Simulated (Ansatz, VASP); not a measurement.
## GaSb3: VASP beside Ansatz

The input INCAR:

```
PREC = Accurate ; ENCUT = 520
EDIFF = 1E-7 ; ISMEAR = 0
SIGMA = 0.15 ; LREAL = F
LASPH = T ; NELM = 100
ALGO = Normal ; ISIF = 2
LWAVE = F ; LCHARG = F
GGA = PS ; IVDW = 12
NBANDS = 22
```

KPOINTS

```
regular mesh
0
Gamma
  10 10 10
```

Contents of POSCAR:

```
GaSb3
1.0
    0.0000000000      3.4900328236      3.5857729617
    3.4900328236      0.0000000000      3.5857729617
    3.4900328236      3.4900328236      0.0000000000
Ga Sb
1 3
Direct
    0.0000000000      0.0000000000      0.0000000000
    0.2500000000      0.2500000000      0.2500000000
    0.7500000000      0.7500000000      0.7500000000
    0.5000000000      0.5000000000      0.5000000000
```

Input for Ansatz:

```yaml
crystal:
  lattice:
    - [0.0, 3.4900328236, 3.5857729617]
    - [3.4900328236, 0.0, 3.5857729617]
    - [3.4900328236, 3.4900328236, 0.0]
  atoms:
    - { symbol: Ga, position: [0.0, 0.0, 0.0] }
    - { symbol: Sb, position: [0.25, 0.25, 0.25] }
    - { symbol: Sb, position: [0.75, 0.75, 0.75] }
    - { symbol: Sb, position: [0.5, 0.5, 0.5] }
basis:
  ecutwfc: 420
kpoints:
  mp_grid: { grid: [10, 10, 10] }
hamiltonian:
  xc: pbesol
  pseudopotentials: { kind: paw, azcp: { folder: soft_1 } }
  dispersion: d3bj
scf:
  occupations: { method: gaussian, width: 0.15 }
output:
  forces: true
  stress: true
  eigenvalues: true
```

Change from the starting cell: mode 4 frozen in at +0.000 Å, equal normal strain along x and y -0.0267.

Alike in both runs: task single point; functional PBEsol; dispersion D3(BJ); k mesh 10 × 10 × 10; occupations gaussian, width 0.15 eV; no spin polarisation.

|  | VASP | Ansatz |
| --- | --- | --- |
| version | VASP 6.6.1 | Ansatz 0.2.0 |
| potentials or method | VASP PAW PBE potentials, release 64 (Ga_d, Sb), cutoff 520 eV | scalar-relativistic, plane waves, PAW |
| valence electrons in the cell | 28 | 58 |

|  | VASP | Ansatz | Ansatz less VASP |
| --- | --- | --- | --- |
| gap on the k mesh at the Fermi level (eV) | none | none | - |
| pressure (GPa) | 4.8 | 4.6 | -0.14 |
| traceless stress, the component that is largest in VASP (GPa) | -1.32 | -1.32 | +0.006 |

VASP's potentials were made for PBE, not for PBEsol, and Ansatz warns of the same on its side. A gap of «none» marks a metal or a gap that the smearing closes. VASP's potentials hold 28 valence electrons a cell and Ansatz's 58, so a difference there can come from the potentials and not from the codes.

Neither program's run includes spin-orbit coupling.
